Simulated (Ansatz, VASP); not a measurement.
**Two plane-wave programs on AlNi**

File POSCAR:

```
AlNi
1.0
    1.9451348912     -1.9596792015      0.0000000000
    1.9451348912      1.9596792015      0.0000000000
    0.0000000000      0.0000000000      3.1097272254
Al Ni
1 1
Direct
    0.0000000000      0.0000000000      0.0000000000
    0.5000000000      0.5000000000      0.5000000000
```

File INCAR.step1:

```
SYSTEM = AlNi
ALGO = Normal
EDIFF = 1E-4
ENCUT = 520
GGA = PE
ISMEAR = -1
ISPIN = 2
LASPH = .TRUE.
LCHARG = .FALSE.
LMAXMIX = 4
LREAL = .FALSE.
LWAVE = .TRUE.
MAGMOM = 0 1
NBANDS = 18
NELM = 150
PREC = Accurate
SIGMA = 0.1
```

INCAR.step2

```
SYSTEM = AlNi
ALGO = Normal
EDIFF = 1E-6
ENCUT = 520
ISIF = 2
ISMEAR = -1
ISPIN = 2
ISTART = 1
LASPH = .TRUE.
LCHARG = .FALSE.
LMAXMIX = 4
LMIXTAU = .TRUE.
LORBIT = 11
LREAL = .FALSE.
LWAVE = .FALSE.
MAGMOM = 0 1
METAGGA = R2SCAN
NBANDS = 18
NELM = 150
PREC = Accurate
SIGMA = 0.1
```

File KPOINTS:

```
k-points
0
G
  10 10 9
  0 0 0
```

Input for Ansatz:

```yaml
crystal:
  lattice:
    - [1.945134891169347, -1.9596792014899156, 0.0]
    - [1.945134891169347, 1.9596792014899156, 0.0]
    - [0.0, 0.0, 3.1097272254117487]
  atoms:
    - { symbol: Al, position: [0.0, 0.0, 0.0] }
    - { symbol: Ni, position: [0.5, 0.5, 0.5], spin: 1.0 }
basis:
  ecutwfc: 530.622031796766
kpoints:
  mp_grid:
    grid: [10, 10, 9]
hamiltonian:
  xc: r2scan
  pseudopotentials:
    kind: paw
magnetization:
  spin_polarized: true
scf:
  occupations:
    method: fermi_dirac
```

Alike in both runs: task single point; functional r2SCAN; k mesh 10 × 10 × 9; collinear spin.

|  | VASP | Ansatz |
| --- | --- | --- |
| version | VASP 6.6.1 | Ansatz 0.2.0 |
| potentials or method | VASP PAW PBE potentials, release 64 (Al, Ni), cutoff 520 eV | plane waves, PAW |
| occupations | fermi-dirac, width 0.1 eV | fermi-dirac |
| valence electrons in the cell | 13 | 21 |

```csv
,VASP,Ansatz,Ansatz less VASP
net moment per atom (μB),0.00,0.00,0.000
```

VASP's potentials were made for PBE, not for r2SCAN. VASP's potentials hold 13 valence electrons a cell and Ansatz's 21, so a difference there can come from the potentials and not from the codes. Ansatz's warnings: seeded moment not kept, stability check not made.
